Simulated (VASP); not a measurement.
# Mg (Fm-3m) in VASP: a series of runs

Aim: see how the results for Mg move with the level of theory and the settings. Levels: RPBE, BLYP+D3(BJ), LDA. Tasks: single point, relaxation of cell and atoms.

Program: VASP 6.6.1. These are calculated values, not measurements. Logs are shortened: lines on timing, memory, paths and dates and some standing lists are left out, and cuts for length are marked.

## 1. The cell of the first run

Symmetry: Fm-3m, No. 225, cubic system. The conventional cell has a = 4.489 Å, b = 4.489 Å, c = 4.489 Å, α = 90.00°, β = 90.00°, γ = 90.00°. Within 4.2 Å of Mg (site symmetry m-3m) lie 12 Mg at 3.17 Å.

This isn't the form of Mg at room conditions, which is hcp.

## 2. Single point, RPBE

INCAR reads:

```
SYSTEM = Mg
PREC     = Accurate       ! precision mode
ENCUT    = 600            ! plane-wave cutoff, eV
EDIFF    = 1E-6           ! SCF threshold, eV
ISMEAR   = 0              ! smearing method
SIGMA    = 0.1            ! smearing width, eV
LREAL    = .FALSE.        ! projectors in reciprocal space
LASPH    = .TRUE.         ! aspherical terms in the spheres
NELM     = 120            ! most SCF steps
ALGO     = Normal         ! electronic algorithm
ISIF     = 2              ! what is computed and relaxed
LWAVE    = .FALSE.        ! write WAVECAR
LCHARG   = .TRUE.         ! write CHGCAR
GGA      = RP             ! functional
LELF     = .TRUE.         ! ELF
LVHAR    = .TRUE.       
NBANDS   = 7              ! bands
GGA_COMPAT= .FALSE.
```

KPOINTS reads:

```
regular mesh
0
G
  10 10 10
  0 0 0
```

POSCAR reads:

```
Mg
1.0
    0.0000000000      2.2442560000      2.2442560000
    2.2442560000      0.0000000000      2.2442560000
    2.2442560000      2.2442560000      0.0000000000
Mg
1
Direct
    0.0000000000      0.0000000000      0.0000000000
```

Potentials or basis: VASP PAW PBE potentials, release 64 (Mg).

Command:

```console
> cat potpaw_PBE.64/Mg/POTCAR > POTCAR
> mpirun -np 1 vasp_std > vasp.out
```

OUTCAR:

```text
SYSTEM = Mg
   PREC = Accurate
   ENCUT = 600
   EDIFF = 1E-6
   ISMEAR = 0
   LREAL = .FALSE.
   LASPH = .TRUE.
   NELM = 120
   ISIF = 2
   GGA = RP

 ion  position               nearest neighbor table
   1  0.000  0.000  0.000-

  LATTYP: Found a face centered cubic cell.
 ALAT       =     4.4885120000

  Lattice vectors:

 A1 = (   0.0000000000,   2.2442560000,   2.2442560000)
 A2 = (   2.2442560000,   0.0000000000,   2.2442560000)
 A3 = (   2.2442560000,   2.2442560000,   0.0000000000)

Analysis of symmetry for initial positions (statically):
=====================================================================
 Subroutine PRICEL returns:
 Original cell was already a primitive cell.

 Routine SETGRP: Setting up the symmetry group for a
 face centered cubic supercell.

 Subroutine GETGRP returns: Found 48 space group operations
 (whereof 48 operations were pure point group operations)
 out of a pool of 48 trial point group operations.

The static configuration has the point symmetry O_h .

Analysis of symmetry for dynamics (positions and initial velocities):
=====================================================================
 Subroutine PRICEL returns:
 Original cell was already a primitive cell.

 Routine SETGRP: Setting up the symmetry group for a
 face centered cubic supercell.

 Subroutine GETGRP returns: Found 48 space group operations
 (whereof 48 operations were pure point group operations)
 out of a pool of 48 trial point group operations.

The dynamic configuration has the point symmetry O_h .

 Subroutine INISYM returns: Found 48 space group operations
 (whereof 48 operations are pure point group operations),
 and found     1 'primitive' translations

----------------------------------------------------------------------------------------

                                     Primitive cell

  volume of cell :      22.6072

  direct lattice vectors                    reciprocal lattice vectors
     0.000000000  2.244256000  2.244256000    -0.222790983  0.222790983  0.222790983
     2.244256000  0.000000000  2.244256000     0.222790983 -0.222790983  0.222790983
     2.244256000  2.244256000  0.000000000     0.222790983  0.222790983 -0.222790983

  length of vectors
     3.173857273  3.173857273  3.173857273     0.385885302  0.385885302  0.385885302

  position of ions in fractional coordinates (direct lattice)
     0.000000000  0.000000000  0.000000000

  ion indices of the primitive-cell ions
   primitive index   ion index
                 1           1

----------------------------------------------------------------------------------------

 KPOINTS: regular mesh

Automatic generation of k-mesh.
 Grid dimensions read from file:
 generate k-points for:   10   10   10

 Generating k-lattice:

  Cartesian coordinates                     Fractional coordinates (reciprocal lattice)
    -0.022279098  0.022279098  0.022279098     0.100000000  0.000000000  0.000000000
     0.022279098 -0.022279098  0.022279098     0.000000000  0.100000000  0.000000000
     0.022279098  0.022279098 -0.022279098     0.000000000  0.000000000  0.100000000

  Length of vectors
     0.038588530  0.038588530  0.038588530

  Shift w.r.t. Gamma in fractional coordinates (k-lattice)
     0.000000000  0.000000000  0.000000000

 Subroutine IBZKPT returns following result:
 ===========================================

 Found     47 irreducible k-points:

 Following reciprocal coordinates:
            Coordinates               Weight
  0.000000  0.000000  0.000000      1.000000
  0.100000  0.000000  0.000000      8.000000
  0.200000  0.000000  0.000000      8.000000
  0.300000  0.000000  0.000000      8.000000
  0.400000  0.000000  0.000000      8.000000
  0.500000  0.000000  0.000000      4.000000
[... 16 lines left out ...]
  0.300000  0.300000  0.000000      6.000000
  0.400000  0.300000  0.000000     24.000000
 [... further k-points ...]
   k-points           NKPTS =     47   k-points in BZ     NKDIM =     47   number of bands    NBANDS=      7
[... 42 lines left out ...]
  free energy    TOTEN  =        -1.32415233 eV

  energy without entropy =       -1.32174523  energy(sigma->0) =       -1.32294878

 E-fermi :   2.8828     XC(G=0):  -8.4398

 val. band max:        2.8404603646   @ k =  -0.4000   0.5000   0.1000
 cond. band min:       2.9637611501   @ k =  -0.3000   0.4000   0.1000
 fundamental gap:      0.1233007855
 Fermi energy:         2.8828314284

 k-point     1 :       0.0000    0.0000    0.0000
  band No.  band energies     occupation
      1      -4.1775      2.00000
      2      15.2858      0.00000
      3      15.2858      0.00000
      4      15.2858      0.00000
      5      17.3729      0.00000
      6      17.3729      0.00000
      7      17.3729      0.00000

 k-point     2 :       0.1000    0.0000    0.0000
  band No.  band energies     occupation
      1      -3.9530      2.00000
      2      12.6451      0.00000
      3      14.8698      0.00000
      4      14.8698      0.00000
      5      17.1460      0.00000
      6      18.1677      0.00000
      7      18.1677      0.00000

 k-point     3 :       0.2000    0.0000    0.0000
  band No.  band energies     occupation
      1      -3.2827      2.00000
      2       9.3618      0.00000
      3      14.3223      0.00000
      4      14.3223      0.00000
      5      16.6405      0.00000
      6      18.2784      0.00000
      7      18.2784      0.00000

 k-point     4 :       0.3000    0.0000    0.0000
  band No.  band energies     occupation
      1      -2.1762      2.00000
      2       6.3343      0.00000
      3      14.0337      0.00000
      4      14.0337      0.00000
      5      16.3221      0.00000
      6      16.7548      0.00000
      7      16.7548      0.00000

 k-point     5 :       0.4000    0.0000    0.0000
  band No.  band energies     occupation
      1      -0.6505      2.00000
      2       3.6467      0.00000
      3      14.0409      0.00000
      4      14.0409      0.00000
      5      15.6378      0.00000
      6      15.6378      0.00000
      7      16.2907      0.00000
[... 161 lines left out ...]
 k-point    22 :      -0.2000    0.2000    0.0000
  band No.  band energies     occupation
      1      -1.8103      2.00000
      2       7.4430      0.00000
      3       8.8576      0.00000
      4      14.4228      0.00000
      5      15.8898      0.00000
      6      17.6119      0.00000
      7      19.1518      0.00000

 k-point    23 :       0.3000    0.3000    0.0000
  band No.  band energies     occupation
      1      -1.5187      2.00000
      2       9.6870      0.00000
      3      10.0804      0.00000
      4      10.8598      0.00000
      5      10.8598      0.00000
      6      14.0396      0.00000
      7      23.7825      0.00000

 k-point    24 :       0.4000    0.3000    0.0000
  band No.  band energies     occupation
      1      -0.4347      2.00000
      2       7.6482      0.00000
      3       8.2238      0.00000
      4      10.5503      0.00000
      5      11.3471      0.00000
      6      14.6986      0.00000
      7      23.2161      0.00000

 [... further k-points ...]

------------------------ aborting loop because EDIFF is reached ----------------------------------------

  FORCE on cell =-STRESS in cart. coord.  units (eV):
  Direction    XX          YY          ZZ          XY          YZ          ZX
  --------------------------------------------------------------------------------------
  -------------------------------------------------------------------------------------
  Total        0.2588305      0.2588305      0.2588305     -0.0000000      0.0000000      0.0000000
  in kB       18.3433599     18.3433599     18.3433599     -0.0000000      0.0000000      0.0000000
  external PRESSURE =      18.3433599 kB  Pullay stress =       0.0000000 kB

 VOLUME and BASIS-vectors are now :
 -----------------------------------------------------------------------------
  energy-cutoff  :      600.00
  volume of cell :       22.61
      direct lattice vectors                 reciprocal lattice vectors
     0.000000000  2.244256000  2.244256000    -0.222790983  0.222790983  0.222790983
     2.244256000  0.000000000  2.244256000     0.222790983 -0.222790983  0.222790983
     2.244256000  2.244256000  0.000000000     0.222790983  0.222790983 -0.222790983

 POSITION                                       TOTAL-FORCE (eV/Angst)
 -----------------------------------------------------------------------------------
      0.00000      0.00000      0.00000        -0.000000      0.000000     -0.000000
 -----------------------------------------------------------------------------------
    total drift:                                0.000000      0.000000     -0.000000

  FREE ENERGIE OF THE ION-ELECTRON SYSTEM (eV)
  ---------------------------------------------------
  free  energy   TOTEN  =        -1.3241523277 eV

  energy  without entropy=       -1.3217452313  energy(sigma->0) =       -1.32294878
```

Run time: 19 s. Hardware: 1 thread of Intel Xeon 8259CL, shared host; peak memory 0.15 GiB.

Results:

```yaml
Free_energy: -1.3242 eV
Pressure: 1.8 GPa
Band_gap_on_the_k_mesh: zero (bands 1 and 2 overlap by 2.09 eV)
```

Caveat: the PAW data sets were made with another functional, which shifts forces and pressure a little.

## 3. Single point, BLYP+D3(BJ)

INCAR reads:

```
SYSTEM = Mg
PREC = Accurate ; ENCUT = 600
EDIFF = 1E-6 ; ISMEAR = -1
SIGMA = 0.15 ; LREAL = .False.
LASPH = .True. ; NELM = 120
ALGO = Normal ; ISIF = 2
LWAVE = .False. ; LCHARG = .False.
GGA = B5 ; ALDAX = 1.0
AGGAX = 1.0 ; AGGAC = 1.0
ALDAC = 0.0 ; IVDW = 12
VDW_S6 = 1.0 ; VDW_S8 = 2.6996
VDW_A1 = 0.4298 ; VDW_A2 = 4.2359
NBANDS = 7 ; GGA_COMPAT = .False.
```

KPOINTS reads:

```
Automatic mesh
0
Gamma
  10 10 10
  0 0 0
```

POSCAR is that of step 2.

Potentials or basis: VASP PAW PBE potentials, release 64 (Mg).

Command:

```console
> cat potpaw_PBE.64/Mg/POTCAR > POTCAR
> mpirun -np 1 vasp_std > vasp.out
```

It took 7.6 s on 1 thread of Intel Xeon 6975P-C (Granite Rapids), shared host; peak memory 0.16 GiB.

It converged, with:

```
Free energy                : -1.4090 eV
Pressure                   : -2.9 GPa
Band gap on the k mesh     : zero (bands 1 and 2 overlap by 2.20 eV)
Dispersion energy per atom : -0.661 eV
```

Levels at points of the mesh, in eV from the Fermi level:
```csv
k point,band 1,band 2,band 3,band 4
"(0.00, 0.00, 0.00)",-7.03,12.35,12.35,12.35
"(0.50, 0.00, 0.00)",-1.71,-1.41,11.31,11.31
"(0.50, 0.50, 0.00)",-0.27,0.78,6.07,6.92
```

Caveat: the PAW data sets were made with another functional, which shifts forces and pressure a little.

## 4. Relaxation of cell and atoms, LDA (23.06 Å³/atom)

This run uses another cell than the first one, of 23.06 Å³/atom.

POSCAR reads:

```
Mg
1.0
    0.0000000000      2.2591190557      2.2591190557
    2.2591190557      0.0000000000      2.2591190557
    2.2591190557      2.2591190557      0.0000000000
Mg
1
Direct
    0.0000000000      0.0000000000      0.0000000000
```

INCAR.step1 reads:

```
  GGA = CA
  ISMEAR = -1
  SIGMA = 0.03
  LWAVE = F
  LCHARG = F
  NSW = 80
  PREC = Accurate
  LASPH = T
  LREAL = F
  ALGO = Normal
  EDIFF = 1E-6
  NELM = 120
  GGA_COMPAT = F
  IBRION = 2
  ISIF = 3
  EDIFFG = -0.005
  NELMIN = 4
  ENCUT = 300
  POTIM = 0.5
```

INCAR.step3 reads:

```
  GGA = CA
  ISMEAR = -1
  SIGMA = 0.03
  LWAVE = F
  LCHARG = F
  PREC = Accurate
  LASPH = T
  LREAL = F
  ALGO = Normal
  EDIFF = 1E-6
  NELM = 120
  GGA_COMPAT = F
  ISIF = 2
  ENCUT = 300
```

KPOINTS reads:

```
Automatic mesh
0
Gamma
  11 11 11
  0 0 0
```

Potentials or basis: VASP PAW LDA potentials, release 64 (Mg).

Command:

```console
> cat potpaw_LDA.64/Mg/POTCAR > POTCAR
> cp INCAR.step1 INCAR
> cp POSCAR.step1 POSCAR
> mpirun -np 1 vasp_std > vasp.out
> cp CONTCAR POSCAR
> mpirun -np 1 vasp_std > vasp.out
> cp CONTCAR POSCAR
> cp INCAR.step3 INCAR
> mpirun -np 1 vasp_std > vasp.out
```

It took 5.3 s on 1 thread of Intel Xeon 6975P-C (Granite Rapids), shared host; peak memory 0.11 GiB.

The run converged. Its results:

```yaml
Free_energy: -1.7925 eV
Relaxed_volume: 21.69 Å³/atom
Relaxed_cell: a = 3.130 Å, b = 3.130 Å, c = 3.130 Å, α = 60.00°, β = 60.00°, γ = 60.00°
Space_group_after_relaxing_to_0.1_Å: Fm-3m (No. 225)
Energy_gained_by_relaxing: 9.7 meV/atom
Ionic_steps: 4
Pressure_after_relaxing: 0.0 GPa
Band_gap_on_the_k_mesh: zero (bands 1 and 2 overlap by 1.94 eV)
```

The path:
```tsv
step	energy change (eV)	largest force (eV/Å)	pressure (GPa)	volume (Å³)
1	0.0000	0.0000	-2.16	23.06
2	-0.0091	0.0000	-0.64	22.04
3	-0.0098	0.0000	-0.02	21.69
4	-0.0097	0.0000	-0.02	21.69
```

Final structure:
```xyz
1
Lattice="0.0000 2.2133 2.2133 2.2133 0.0000 2.2133 2.2133 2.2133 0.0000" Properties=species:S:1:pos:R:3 pbc="T T T"
Mg    0.0000    0.0000    0.0000
```

Levels at points of the mesh, in eV from the Fermi level:
```
           k point  band 1  band 2  band 3  band 4  band 5
(0.00, 0.00, 0.00)   -7.13   12.68   12.68   12.68   14.79
```

## 5. Relaxation of cell and atoms, LDA (23.06 Å³/atom)

This run uses another cell than the first one, of 23.06 Å³/atom.

POSCAR is that of step 4.

INCAR.step1 reads:

```
  GGA = CA
  ISMEAR = -1
  SIGMA = 0.02
  LWAVE = F
  LCHARG = F
  NSW = 80
  PREC = Accurate
  LASPH = T
  LREAL = F
  ALGO = Normal
  EDIFF = 1E-7
  NELM = 120
  GGA_COMPAT = F
  IBRION = 2
  ISIF = 3
  EDIFFG = -0.002
  NELMIN = 4
  ENCUT = 650
  POTIM = 0.5
```

INCAR.step4 reads:

```
  GGA = CA
  ISMEAR = -1
  SIGMA = 0.02
  LWAVE = F
  LCHARG = F
  PREC = Accurate
  LASPH = T
  LREAL = F
  ALGO = Normal
  EDIFF = 1E-7
  NELM = 120
  GGA_COMPAT = F
  ISIF = 2
  ENCUT = 650
```

KPOINTS reads:

```
Automatic mesh
0
Gamma
  14 14 14
  0 0 0
```

Command:

```console
> cat potpaw_LDA.64/Mg/POTCAR > POTCAR
> cp INCAR.step1 INCAR
> cp POSCAR.step1 POSCAR
> mpirun -np 1 vasp_std > vasp.out
> cp CONTCAR POSCAR
> mpirun -np 1 vasp_std > vasp.out
> cp CONTCAR POSCAR
> mpirun -np 1 vasp_std > vasp.out
> cp CONTCAR POSCAR
> cp INCAR.step4 INCAR
> mpirun -np 1 vasp_std > vasp.out
```

Wall time 29 s (1 thread of Intel Xeon 6975P-C (Granite Rapids), shared host); peak memory 0.15 GiB.

The run converged. Its results:

```
Free energy                           : -1.8014 eV
Relaxed volume                        : 21.65 Å³/atom
Relaxed cell                          : a = 3.128 Å, b = 3.128 Å, c = 3.128 Å, α = 60.00°, β = 60.00°, γ = 60.00°
Space group after relaxing (to 0.1 Å) : Fm-3m (No. 225)
Energy gained by relaxing             : 10.3 meV/atom
Ionic steps                           : 7
Pressure after relaxing               : 0.0 GPa
Band gap on the k mesh                : zero (bands 1 and 2 overlap by 2.35 eV)
```

The path:
```
step  energy change (eV)  largest force (eV/Å)  pressure (GPa)  volume (Å³)
   1              0.0000                0.0000           -2.22        23.06
   2             -0.0096                0.0000           -0.63        22.01
   3             -0.0103                0.0000           -0.03        21.67
   4             -0.0103                0.0000            0.03        21.64
   5             -0.0103                0.0000            0.00        21.65
   6             -0.0103                0.0000            0.00        21.65
   7             -0.0103                0.0000            0.00        21.65
```

Final structure:
```
CELL_PARAMETERS angstrom
0.00000 2.21209 2.21209
2.21209 0.00000 2.21209
2.21209 2.21209 0.00000
ATOMIC_POSITIONS crystal
Mg 0.00000 0.00000 0.00000
```

Levels at points of the mesh, in eV from the Fermi level:
```
           k point  band 1  band 2  band 3  band 4
(0.00, 0.00, 0.00)   -7.15   12.68   12.68   12.68
(0.50, 0.00, 0.00)   -1.75   -1.30   11.57   11.57
(0.50, 0.50, 0.00)   -0.21    0.84    6.24    7.20
```

## 6. Single point, LDA

INCAR reads:

```
SYSTEM = Mg
PREC = Accurate ; ENCUT = 600
EDIFF = 1E-6 ; ISMEAR = -5
SIGMA = 0.05 ; LREAL = .FALSE.
LASPH = .TRUE. ; NELM = 120
ALGO = Normal ; ISIF = 2
LWAVE = .FALSE. ; LCHARG = .FALSE.
NBANDS = 7 ; GGA_COMPAT = .FALSE.
```

KPOINTS reads:

```
regular mesh
0
G
  10 10 10
  0 0 0
```

POSCAR reads:

```
Mg
1.0
    0.0000000000      2.2442560000      2.2442560000
    2.2442560000      0.0000000000      2.2442560000
    2.2442560000      2.2442560000      0.0000000000
Mg
1
Direct
    0.0000000000      0.0000000000      0.0000000000
```

Potentials or basis: VASP PAW LDA potentials, release 64 (Mg).

Command:

```console
> cat potpaw_LDA.64/Mg/POTCAR > POTCAR
> mpirun -np 1 vasp_std > vasp.out
```

It took 3.9 s on 1 thread of Intel Xeon 6975P-C (Granite Rapids), shared host; peak memory 0.14 GiB.

The run converged. Its results:

```
Free energy            : -1.7918 eV
Pressure               : -2.0 GPa
Band gap on the k mesh : zero (bands 1 and 2 overlap by 2.18 eV)
```

Levels at points of the mesh, in eV from the Fermi level:
```csv
k point,band 1,band 2,band 3,band 4,band 5
"(0.00, 0.00, 0.00)",-6.95,12.42,12.42,12.42,14.30
"(0.50, 0.00, 0.00)",-1.67,-1.30,11.35,11.35,12.08
"(0.50, 0.50, 0.00)",-0.19,0.82,6.18,6.98,6.98
```

Caveat: tetrahedron occupations give inexact forces and stress in metals.

## 7. Summary

```csv
task,level,potentials or basis,cell,k mesh,cutoff (eV),smearing,dipole correction,tolerance level,purpose,passes,gap on the mesh (eV),pressure (GPa),relaxed volume (Å³/atom)
single point,RPBE,"VASP PAW PBE potentials, release 64 (Mg)","a = 3.174 Å, angles 60.0°, 1 atom",10 × 10 × 10,600,gaussian 0.1 eV,no,-,-,-,none,1.8,-
single point,BLYP+D3(BJ),"VASP PAW PBE potentials, release 64 (Mg)","a = 3.174 Å, angles 60.0°, 1 atom",10 × 10 × 10,600,fermi-dirac 0.15 eV,no,-,-,-,none,-2.9,-
relaxation of cell and atoms,LDA,"VASP PAW LDA potentials, release 64 (Mg)","relaxed from a = 3.195 Å, angles 60.0°, 1 atom",11 × 11 × 11,300,fermi-dirac 0.03 eV,-,standard,cell,2,none,0.0,21.69
relaxation of cell and atoms,LDA,"VASP PAW LDA potentials, release 64 (Mg)","relaxed from a = 3.195 Å, angles 60.0°, 1 atom",14 × 14 × 14,650,fermi-dirac 0.02 eV,-,standard,cell,3,none,0.0,21.65
single point,LDA,"VASP PAW LDA potentials, release 64 (Mg)","a = 3.174 Å, angles 60.0°, 1 atom",10 × 10 × 10,600,tetrahedron,no,-,-,-,none,-2.0,-
```

Alike in all rows: no spin polarisation.

Caveats: the PAW data sets were made with another functional, which shifts forces and pressure a little (at least some runs); tetrahedron occupations give inexact forces and stress in metals (at least some runs).

Total energies depend on the potentials used, so only differences within one code and one set of settings carry meaning.
